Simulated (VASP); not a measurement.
Set up this calculation in VASP 6.6.1, as the native input.

```yaml
Task: relaxation of cell and atoms
Functional: PBEsol
Potentials_or_basis: VASP PAW PBE potentials, release 64 (V_sv)
Cutoff: 600 eV
k_mesh: 12 × 12 × 6
Occupations: fermi-dirac, width 0.05 eV
Spin: collinear spin, ferromagnetic start
Starting_moments: "[2.0, 2.0] μB"
Target_pressure: 10 GPa
Dipole_correction: no
Further_INCAR_settings: ALGO = Normal; EDIFF = 1e-06; IBRION = 2; EDIFFG = -0.005; NSW = 80; ISIF = 3
```

The structure of V lies in POSCAR:

```
V
1.0
    2.6042941027      0.0000000000      0.0000000000
   -1.3021470513      2.2553848518      0.0000000000
    0.0000000000      0.0000000000      4.7233360000
V
2
Direct
    0.3333333333      0.6666666667      0.2500000000
    0.6666666667      0.3333333333      0.7500000000
```

This isn't the form of V at room conditions, which is bcc.

One way to write it, as run:

INCAR

```
SYSTEM = V
ALGO = Normal
EDIFF = 1E-6
EDIFFG = -0.005
ENCUT = 600
GGA = PS
IBRION = 2
ISIF = 3
ISMEAR = -1
ISPIN = 2
LASPH = .TRUE.
LCHARG = .FALSE.
LMAXMIX = 4
LORBIT = 11
LREAL = .FALSE.
LWAVE = .FALSE.
MAGMOM = 2 2
NELM = 150
NSW = 80
PREC = Accurate
PSTRESS = 100.0
SIGMA = 0.05
```

KPOINTS

```
k-points
0
G
  12 12 6
  0 0 0
```

Potentials or basis: VASP PAW PBE potentials, release 64 (V_sv).

The run is started by

```console
$ cat potpaw_PBE.64/V_sv/POTCAR > POTCAR
$ mpirun -np 1 vasp_std > vasp.out
```

It gave:

| Item | Value |
| --- | --- |
| Relaxed volume | 12.69 Å³/atom |
| Relaxed cell | a = 2.529 Å, b = 2.529 Å, c = 4.582 Å, α = 90.00°, β = 90.00°, γ = 120.00° |
| Space group after relaxing (to 0.1 Å) | P6_3/mmc (No. 194) |
| Energy change on relaxing (the run minimises the enthalpy) | +5.9 meV/atom |
| Ionic steps | 6 |
| Pressure after relaxing | 10.0 GPa |
| Band gap on the k mesh | zero (filled and empty bands overlap) |
| Net moment | 0.00 μB per cell |
| Valence electrons inside the program's atomic spheres | V 11.79 |

Caveat: the cell is relaxed towards a set pressure, so the run minimises the enthalpy, not the energy; the moments typed at the start vanished in this run; the PAW data sets were made with another functional, which shifts forces and pressure a little.

Run time: 4.6 min on 1 thread of Intel(R) Xeon(R) Platinum 8375C CPU @ 2.90GHz (Ice Lake), on a shared host, peak memory 0.22 GiB.
